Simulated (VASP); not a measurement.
A run of VASP 6.6.1:

INCAR

```
ALGO = Normal
EDIFF = 1E-6
ENCUT = 500
GGA = PE
GGA_COMPAT = False
ISIF = 2
ISMEAR = -1
LASPH = True
LCHARG = True
LELF = True
LREAL = False
LVHAR = True
LWAVE = False
NBANDS = 19
NELM = 120
PREC = Accurate
SIGMA = 0.1
```

Contents of KPOINTS:

```
k-points
0
Gamma
  8 8 4
```

The input POSCAR:

```
Cr
1.0
   -1.4250000000      1.4250000000      1.4250000000
    1.4250000000     -1.4250000000      1.4250000000
    2.8500000000      2.8500000000     -2.8500000000
Cr
2
Direct
   -0.0122807018     -0.0122807018     -0.2500000000
    0.0122807018      0.0122807018      0.2500000000
```

Potentials or basis: VASP PAW PBE potentials, release 64 (Cr_pv).

The run is started by

```bash
$ cat potpaw_PBE.64/Cr_pv/POTCAR > POTCAR
$ mpirun -np 1 vasp_std > vasp.out
```

Hardware: 1 thread of AMD EPYC 7R13, with other jobs on the host.

Task: How long does it take, and how much memory?

Result: Wall time 29 s on 1 thread of AMD EPYC 7R13, with other jobs on the host, peak memory 0.11 GiB. Counts: scf iterations 12, k points 55.
